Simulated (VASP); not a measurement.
Set up this calculation in VASP 6.6.1, as the native input.

- Task: single point
- Functional: HSE06
- Potentials or basis: VASP PAW PBE potentials, release 64 (Rh_pv)
- Cutoff: 520 eV
- k mesh: 6 × 6 × 6
- Occupations: fermi-dirac, width 0.05 eV
- Spin: no spin polarisation
- Dipole correction: no
- Grid for exact exchange (PRECFOCK): Normal
- Further INCAR settings: ALGO = Normal; EDIFF = 1e-06; NBANDS = 14
- Screening parameter: 0.2079 1/Å

Rh:

```
Rh
1.0
     0.00000    1.89198    1.89198
     1.89198    0.00000    1.89198
     1.89198    1.89198    0.00000
Rh
1
Direct
  0.00000 0.00000 0.00000
```

One way to write it, as run:

POSCAR

```
Rh
1.0
    0.0000000000      1.8919804515      1.8919804515
    1.8919804515      0.0000000000      1.8919804515
    1.8919804515      1.8919804515      0.0000000000
Rh
1
Direct
    0.0000000000      0.0000000000      0.0000000000
```

INCAR.step1

```
PREC = Accurate
ENCUT = 520
EDIFF = 1E-5
ISMEAR = -1
SIGMA = 0.05
LREAL = False
LASPH = True
NELM = 100
ALGO = Normal
ISIF = 2
LWAVE = True
GGA = PE
NBANDS = 14
```

INCAR.step2

```
PREC = Accurate
ENCUT = 520
EDIFF = 1E-6
ISMEAR = -1
SIGMA = 0.05
LREAL = False
LASPH = True
NELM = 100
ALGO = Normal
ISIF = 2
LWAVE = False
LCHARG = True
GGA = PE
LHFCALC = True
HFSCREEN = 0.2079
PRECFOCK = Normal
LELF = True
LVHAR = True
ISTART = 1
NBANDS = 14
```

KPOINTS

```
Automatic mesh
0
Gamma
  6 6 6
```

Potentials or basis: VASP PAW PBE potentials, release 64 (Rh_pv).

The run is started by

```bash
$ cat potpaw_PBE.64/Rh_pv/POTCAR > POTCAR
$ cp INCAR.step1 INCAR
$ mpirun -np 1 vasp_std > vasp.out
$ cp INCAR.step2 INCAR
$ mpirun -np 1 vasp_std > vasp.out
```

It gave:

```json
{"Pressure": "0.7 GPa"}
```

Caveat: the k points lie up to 0.48 Å⁻¹ apart; the PAW data sets were made with another functional, which shifts forces and pressure a little.

It took 7.1 min on 1 thread of Intel(R) Xeon(R) 6975P-C (Granite Rapids) (shared host), peak memory 0.23 GiB.
